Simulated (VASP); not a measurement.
# Ta2O5 (P2/m) in VASP: relaxation of cell and atoms with LDA

Aim: the relaxation of cell and atoms of Ta2O5 with LDA.

Program: VASP 6.6.1. These are calculated values, not measurements. Logs are shortened: lines on timing, memory, paths and dates and some standing lists are left out, and cuts for length are marked.

## Step 1: The cell of the first run

It takes space group P2/m (No. 10, monoclinic). Conventional cell: a = 3.841 Å, b = 3.863 Å, c = 6.778 Å, α = 90.00°, β = 105.57°, γ = 90.00°. Within 2.5 Å of Ta (site symmetry m) lie 6 O at 1.90 to 2.21 Å. O (site symmetry m) has 2 Ta at 1.93 Å within 2.6 Å. Within 2.6 Å of O (site symmetry m) lie 3 Ta at 1.98 to 2.21 Å and 2 O at 2.55 to 2.56 Å. Within 2.5 Å of O (site symmetry 2/m) lie 2 Ta at 1.90 Å.

## Step 2: Relaxation of cell and atoms, LDA

Input file INCAR:

```
SYSTEM = Ta2O5
ALGO     = Normal         ! electronic algorithm
EDIFF    = 1E-6           ! SCF threshold, eV
EDIFFG   = -0.005         ! ionic threshold
ENCUT    = 600            ! plane-wave cutoff, eV
IBRION   = 2              ! ionic algorithm
ISIF     = 3              ! what is computed and relaxed
ISMEAR   = 0              ! smearing method
LASPH    = .TRUE.         ! aspherical terms in the spheres
LCHARG   = .FALSE.        ! write CHGCAR
LREAL    = .FALSE.        ! projectors in reciprocal space
LWAVE    = .FALSE.        ! write WAVECAR
NELM     = 80             ! most SCF steps
NSW      = 100            ! ionic steps
PREC     = Accurate       ! precision mode
SIGMA    = 0.02           ! smearing width, eV
```

Input file KPOINTS:

```
k-points
0
G
  8 8 4
  0 0 0
```

Input file POSCAR:

```
Ta2O5
1.0
    3.8414080139      0.0000000000      0.0000000000
    0.0000000000      3.8627157500      0.0000000000
   -1.8189421445      0.0000000000      6.5289594201
Ta O
2 5
Direct
    0.6495307300      0.0000000000      0.7913145300
    0.3504692700      0.0000000000      0.2086854700
    0.6621243000      0.5000000000      0.7983292900
    0.3378757000      0.5000000000      0.2016707100
    0.1897605700      0.0000000000      0.8706212500
    0.8102394300      0.0000000000      0.1293787500
    0.5000000000      0.0000000000      0.5000000000
```

Potentials or basis: VASP PAW LDA potentials, release 64 (Ta_pv, O).

The run is started by

```console
$ cat potpaw_LDA.64/Ta_pv/POTCAR potpaw_LDA.64/O/POTCAR > POTCAR
$ mpirun -np 1 vasp_std > vasp.out
```

OUTCAR:

```text
SYSTEM = Ta2O5
   EDIFF = 1E-6
   EDIFFG = -0.005
   ENCUT = 600
   IBRION = 2
   ISIF = 3
   ISMEAR = 0
   LASPH = .TRUE.
   LREAL = .FALSE.
   NELM = 80
   NSW = 100
   PREC = Accurate

 ion  position               nearest neighbor table
   1  0.650  0.000  0.791-   7 1.90   3 1.93   3 1.93   5 1.98   5 2.00   6 2.21   2 3.33   2 3.34

   2  0.350  0.000  0.209-   7 1.90   4 1.93   4 1.93   6 1.98   6 2.00   5 2.21   1 3.33   1 3.34

   3  0.662  0.500  0.798-   1 1.93   1 1.93
   4  0.338  0.500  0.202-   2 1.93   2 1.93
   5  0.190  0.000  0.871-   1 1.98   1 2.00   2 2.21
   6  0.810  0.000  0.129-   2 1.98   2 2.00   1 2.21
   7  0.500  0.000  0.500-   1 1.90   2 1.90

  LATTYP: Found a simple monoclinic cell.
 ALAT       =     3.8414080139
 B/A-ratio  =     1.0055468557
 C/A-ratio  =     1.7643530617
 COS(beta)  =    -0.2683755528

  Lattice vectors:

 A1 = (   3.8414080139,   0.0000000000,   0.0000000000)
 A2 = (   0.0000000000,   3.8627157500,   0.0000000000)
 A3 = (  -1.8189421445,   0.0000000000,   6.5289594201)

Analysis of symmetry for initial positions (statically):
=====================================================================
 Subroutine PRICEL returns:
 Original cell was already a primitive cell.

 Routine SETGRP: Setting up the symmetry group for a
 simple monoclinic supercell.

 Subroutine GETGRP returns: Found  4 space group operations
 (whereof  4 operations were pure point group operations)
 out of a pool of  4 trial point group operations.

The static configuration has the point symmetry C_2h.

Analysis of symmetry for dynamics (positions and initial velocities):
=====================================================================
 Subroutine PRICEL returns:
 Original cell was already a primitive cell.

 Routine SETGRP: Setting up the symmetry group for a
 simple monoclinic supercell.

 Subroutine GETGRP returns: Found  4 space group operations
 (whereof  4 operations were pure point group operations)
 out of a pool of  4 trial point group operations.

The dynamic configuration has the point symmetry C_2h.

 Subroutine INISYM returns: Found  4 space group operations
 (whereof  4 operations are pure point group operations),
 and found     1 'primitive' translations

----------------------------------------------------------------------------------------

                                     Primitive cell

  volume of cell :      96.8784

  direct lattice vectors                    reciprocal lattice vectors
     3.841408014  0.000000000  0.000000000     0.260321215  0.000000000  0.072524456
     0.000000000  3.862715750  0.000000000     0.000000000  0.258885216  0.000000000
    -1.818942145  0.000000000  6.528959420     0.000000000  0.000000000  0.153163764

  length of vectors
     3.841408014  3.862715750  6.777599991     0.270234956  0.258885216  0.153163764

  position of ions in fractional coordinates (direct lattice)
     0.649530730  0.000000000  0.791314530
     0.350469270  0.000000000  0.208685470
     0.662124300  0.500000000  0.798329290
     0.337875700  0.500000000  0.201670710
     0.189760570  0.000000000  0.870621250
     0.810239430  0.000000000  0.129378750
     0.500000000  0.000000000  0.500000000

  ion indices of the primitive-cell ions
   primitive index   ion index
                 1           1
                 2           2
                 3           3
                 4           4
                 5           5
                 6           6
                 7           7

----------------------------------------------------------------------------------------

 KPOINTS: k-points

Automatic generation of k-mesh.
 Grid dimensions read from file:
 generate k-points for:    8    8    4

 Generating k-lattice:

  Cartesian coordinates                     Fractional coordinates (reciprocal lattice)
     0.032540152  0.000000000  0.009065557     0.125000000  0.000000000  0.000000000
     0.000000000  0.032360652  0.000000000     0.000000000  0.125000000  0.000000000
     0.000000000  0.000000000  0.038290941     0.000000000  0.000000000  0.250000000

  Length of vectors
     0.033779370  0.032360652  0.038290941

  Shift w.r.t. Gamma in fractional coordinates (k-lattice)
     0.000000000  0.000000000  0.000000000

 Subroutine IBZKPT returns following result:
 ===========================================

 Found     90 irreducible k-points:

 Following reciprocal coordinates:
            Coordinates               Weight
  0.000000  0.000000  0.000000      1.000000
  0.125000  0.000000  0.000000      2.000000
  0.250000  0.000000  0.000000      2.000000
  0.375000  0.000000  0.000000      2.000000
  0.500000  0.000000  0.000000      1.000000
  0.000000  0.125000  0.000000      2.000000
[... 16 lines left out ...]
  0.250000  0.500000  0.000000      2.000000
  0.375000  0.500000  0.000000      2.000000
 [... further k-points ...]
   k-points           NKPTS =     90   k-points in BZ     NKDIM =     90   number of bands    NBANDS=     31
   number of dos      NEDOS =    301   number of ions     NIONS =      7
   total plane-waves  NPLWV =  55296
   dimension x,y,z NGX =    32 NGY =   32 NGZ =   54
   dimension x,y,z NGXF=    64 NGYF=   64 NGZF=  108
   ions per type =               2   5
   NGX,Y,Z   is equivalent  to a cutoff of  13.85, 13.77, 13.25 a.u.
   NGXF,Y,Z  is equivalent  to a cutoff of  27.70, 27.54, 26.49 a.u.
 SYSTEM =  Ta2O5
   PREC   = accura    normal or accurate (medium, high low for compatibility)
   ISTART =      0    job   : 0-new  1-cont  2-samecut
   ICHARG =      2    charge: 1-file 2-atom 10-const
   ISPIN  =      1    spin polarized calculation?
   LNONCOLLINEAR =      F non collinear calculations
   LSORBIT =      F    spin-orbit coupling
   LASPH  =      T    aspherical Exc in radial PAW
   ENCUT  =  600.0 eV  44.10 Ry    6.64 a.u.   7.67  7.71 13.54*2*pi/ulx,y,z
   NELM   =     80;   NELMIN=  2; NELMDL= -5     # of ELM steps
   EDIFF  = 0.1E-05   stopping-criterion for ELM
   LREAL  =      F    real-space projection
   EDIFFG = -.5E-02   stopping-criterion for IOM
   NSW    =    100    number of steps for IOM
   IBRION =      2    ionic relax: 0-MD 1-quasi-New 2-CG
   NFREE  =      1    steps in history (QN), initial steepest desc. (CG)
   ISIF   =      3    stress and relaxation
   ISYM   =      2    0-nonsym 1-usesym 2-fastsym
   POTIM  = 0.5000    time-step for ionic-motion
   TEBEG  =    0.0;   TEEND  =   0.0 temperature during run
   PSTRESS=    0.0 pullay stress
   NELECT =      52.0000    total number of electrons
   NUPDOWN=      -1.0000    fix difference up-down
   EMIN   =  10.00;   EMAX   =-10.00  energy-range for DOS
   EFERMI =   0.00;   METHOD = LEGACY
   ISMEAR =     0;   SIGMA  =   0.02  broadening in eV -4-tet -1-fermi 0-gaus
   EFERMI_NEDOS =   21; number of points for ismear=-14 and -15
   IALGO  =     38    algorithm
   IMIX   =      4    mixing-type and parameters
     AMIX     =   0.40;   BMIX     =  1.00
     AMIX_MAG =   1.60;   BMIX_MAG =  1.00
  volume/ion in A,a.u.               =      13.84        93.40
  Fermi-wavevector in a.u.,A,eV,Ry     =   1.330455  2.514196 24.083820  1.770111
  Thomas-Fermi vector in A             =   2.459541
   LORBIT       =      0    0 simple, 1 ext, 2 COOP (PROOUT), +10 PAW based schemes
   GGA     = CA    functional components
   LHFCALC =     F    Hartree Fock is set to
   AEXX    =    0.0000 exact exchange contribution
   IVDW    =     0    specifies the selected vdW correction
   LEPSILON=     F    determine dielectric tensor
   LRPA    =     F    only Hartree local field effects (RPA)
 conjugate gradient relaxation of ions
 non-spin polarized calculation
 Gauss-broadening in eV      SIGMA  =   0.02
  energy-cutoff  :      600.00
  volume of cell :       96.88
 maximum number of plane-waves:      3260
   NGX = 15   NGY = 15   NGZ = 27

--------------------------------------- Ionic step        1  -------------------------------------------

 number of electron      51.9999987 magnetization

 Free energy of the ion-electron system (eV)
  ---------------------------------------------------
  ext. energy  EPLUGINS =         0.00000000
  ---------------------------------------------------
  free energy    TOTEN  =       -74.19590428 eV

  energy without entropy =      -74.19590428  energy(sigma->0) =      -74.19590428

------------------------ aborting loop because EDIFF is reached ----------------------------------------

  FORCE on cell =-STRESS in cart. coord.  units (eV):
  Direction    XX          YY          ZZ          XY          YZ          ZX
  --------------------------------------------------------------------------------------
  -------------------------------------------------------------------------------------
  Total       -2.9205276     -2.5508597     -3.0237117      0.0000000      0.0000000     -0.0504730
  in kB      -48.2997345    -42.1861599    -50.0061940      0.0000000      0.0000000     -0.8347228
  external PRESSURE =     -46.8306961 kB  Pullay stress =       0.0000000 kB
[... 104 lines left out ...]
  FREE ENERGIE OF THE ION-ELECTRON SYSTEM (eV)
  ---------------------------------------------------
  free  energy   TOTEN  =       -74.2258824600 eV

  energy  without entropy=      -74.2258824600  energy(sigma->0) =      -74.22588246

[... ionic steps 4 to 53 ...]

--------------------------------------- Ionic step       54  -------------------------------------------

 number of electron      52.0000000 magnetization

------------------------ aborting loop because EDIFF is reached ----------------------------------------

  FORCE on cell =-STRESS in cart. coord.  units (eV):
  Direction    XX          YY          ZZ          XY          YZ          ZX
  --------------------------------------------------------------------------------------
  -------------------------------------------------------------------------------------
  Total       -0.0146460      0.0056092      0.0066683      0.0000000      0.0000000     -0.0075184
  in kB       -0.2472090      0.0946768      0.1125537      0.0000000      0.0000000     -0.1269025
  external PRESSURE =      -0.0133262 kB  Pullay stress =       0.0000000 kB
[... 67 lines left out ...]
  energy  without entropy=      -74.2284084409  energy(sigma->0) =      -74.22840844

--------------------------------------- Ionic step       56  -------------------------------------------

 number of electron      52.0000000 magnetization

 Free energy of the ion-electron system (eV)
  ---------------------------------------------------
  ext. energy  EPLUGINS =         0.00000000
  ---------------------------------------------------
  free energy    TOTEN  =       -74.22841167 eV

  energy without entropy =      -74.22841167  energy(sigma->0) =      -74.22841167

 E-fermi :   1.0314     XC(G=0): -10.5681

 val. band max:        0.9007612553   @ k =   0.5000   0.5000   0.5000
 cond. band min:       2.9723144594   @ k =   0.0000   0.0000   0.5000
 fundamental gap:      2.0715532041
 Fermi energy:         1.0314306876

 k-point     1 :       0.0000    0.0000    0.0000
  band No.  band energies     occupation
      1     -33.5130      2.00000
      2     -33.3165      2.00000
      3     -33.2448      2.00000
      4     -33.2320      2.00000
      5     -33.1108      2.00000
      6     -33.0864      2.00000
[... 805 lines left out ...]
     30       7.0159      0.00000
     31       7.2685      0.00000

 [... further k-points ...]

------------------------ aborting loop because EDIFF is reached ----------------------------------------

  FORCE on cell =-STRESS in cart. coord.  units (eV):
  Direction    XX          YY          ZZ          XY          YZ          ZX
  --------------------------------------------------------------------------------------
  -------------------------------------------------------------------------------------
  Total       -0.0047246     -0.0045499      0.0001517      0.0000000      0.0000000     -0.0058893
  in kB       -0.0797457     -0.0767970      0.0025609      0.0000000      0.0000000     -0.0994057
  external PRESSURE =      -0.0513273 kB  Pullay stress =       0.0000000 kB
[... 22 lines left out ...]
  FREE ENERGIE OF THE ION-ELECTRON SYSTEM (eV)
  ---------------------------------------------------
  free  energy   TOTEN  =       -74.2284116715 eV

  energy  without entropy=      -74.2284116715  energy(sigma->0) =      -74.22841167

 reached required accuracy - stopping structural energy minimisation
```

Run time: 37 min. Hardware: 1 thread of Intel Xeon 6975P-C (Granite Rapids), shared host; peak memory 0.4 GiB.

What came out:

```yaml
Free_energy: -74.2284 eV
Relaxed_volume: 13.56 Å³/atom
Relaxed_cell: a = 3.818 Å, b = 3.845 Å, c = 6.740 Å, α = 90.00°, β = 106.34°, γ = 90.00°
Space_group_after_relaxing_to_0.1_Å: Cmmm (No. 65)
Energy_gained_by_relaxing: 4.6 meV/atom
Ionic_steps: 56
Pressure_after_relaxing: 0.0 GPa
Largest_force_after_relaxing: 0.005 eV/Å
Band_gap_on_the_k_mesh: 2.07 eV (least direct gap 2.68 eV)
```

Forces in eV/Å, atoms in the order of the input:
```
Ta  -0.002  0.000 -0.001
Ta   0.002  0.000  0.001
O   -0.001  0.000  0.003
O    0.001  0.000 -0.003
O   -0.001  0.000  0.005
O    0.001  0.000 -0.005
O    0.000  0.000  0.000
```

The path:
```csv
step,energy change (eV),largest force (eV/Å),pressure (GPa),volume (Å³)
1,0.0000,0.1653,-4.68,96.88
3,-0.0300,0.1065,0.04,94.93
5,-0.0299,0.0645,-0.01,94.86
7,-0.0314,0.0256,-0.10,94.95
9,-0.0315,0.0308,0.16,94.86
11,-0.0316,0.0203,0.06,94.89
13,-0.0317,0.0260,0.05,94.88
15,-0.0317,0.0677,-0.19,94.98
17,-0.0319,0.0125,-0.03,94.91
19,-0.0319,0.0145,0.01,94.90
21,-0.0319,0.0173,0.05,94.88
23,-0.0320,0.0159,0.00,94.90
25,-0.0320,0.0151,-0.04,94.91
27,-0.0320,0.0189,0.02,94.89
29,-0.0321,0.0291,0.02,94.90
31,-0.0322,0.0216,-0.04,94.92
33,-0.0322,0.0165,-0.08,94.93
35,-0.0323,0.0154,0.02,94.90
37,-0.0323,0.0168,0.03,94.90
39,-0.0323,0.0169,-0.01,94.92
41,-0.0324,0.0206,-0.05,94.93
43,-0.0324,0.0157,-0.02,94.92
45,-0.0324,0.0263,-0.01,94.92
47,-0.0325,0.0085,0.03,94.91
49,-0.0325,0.0055,0.06,94.90
51,-0.0325,0.0076,-0.02,94.93
53,-0.0325,0.0054,0.02,94.91
55,-0.0325,0.0069,0.00,94.92
56,-0.0325,0.0049,-0.01,94.92
```

Final structure:
```yaml
crystal:
  lattice:
    - [3.81746, 0.00000, -0.02598]
    - [0.00000, 3.84460, 0.00000]
    - [-1.85164, 0.00000, 6.48016]
  atoms:
    - { symbol: Ta, position: [0.64683, 0.00000, 0.79261] }
    - { symbol: Ta, position: [0.35317, 0.00000, 0.20739] }
    - { symbol: O, position: [0.65194, 0.50000, 0.80047] }
    - { symbol: O, position: [0.34806, 0.50000, 0.19953] }
    - { symbol: O, position: [0.18595, 0.00000, 0.87074] }
    - { symbol: O, position: [0.81405, 0.00000, 0.12926] }
    - { symbol: O, position: [0.50000, 0.00000, 0.50000] }
```

Caveat: spin-orbit coupling is left out, which moves the levels of the heavy elements.
